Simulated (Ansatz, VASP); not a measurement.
Li: VASP beside Ansatz

```xyz
1
Lattice="0.0000 2.1668 2.1668 2.1668 0.0000 2.1668 2.1668 2.1668 0.0000" Properties=species:S:1:pos:R:3 pbc="T T T"
Li    0.0000    0.0000    0.0000
```

Alike in both runs: task relaxation of cell and atoms; functional r2SCAN; k mesh 16 × 16 × 16; occupations gaussian, width 0.1 eV; no spin polarisation.

```csv
,VASP,Ansatz
version,VASP 6.6.1,Ansatz 0.2.0
potentials or method,"VASP PAW PBE potentials, release 64 (Li_sv), cutoff 600 eV","scalar-relativistic, plane waves, PAW"
valence electrons in the cell,3,3
```

VASP gave:

| Quantity | Value |
| --- | --- |
| gap on the k mesh at the Fermi level, each at its own relaxed structure (eV) | none |
| relaxed volume (Å³/atom) | 20.37 |
| relaxed cell length with the largest relative difference (Å) | 3.065 |

Question: Which values does Ansatz return?

Answer: gap on the k mesh at the Fermi level, each at its own relaxed structure (eV): none; relaxed volume (Å³/atom): 20.95; relaxed cell length with the largest relative difference (Å): 3.094.

VASP's potentials were made for PBE, not for r2SCAN. A gap of «none» marks a metal or a gap that the smearing closes.

Noted on VASP's run: the cutoff is short for stress, so the pressure is rough.
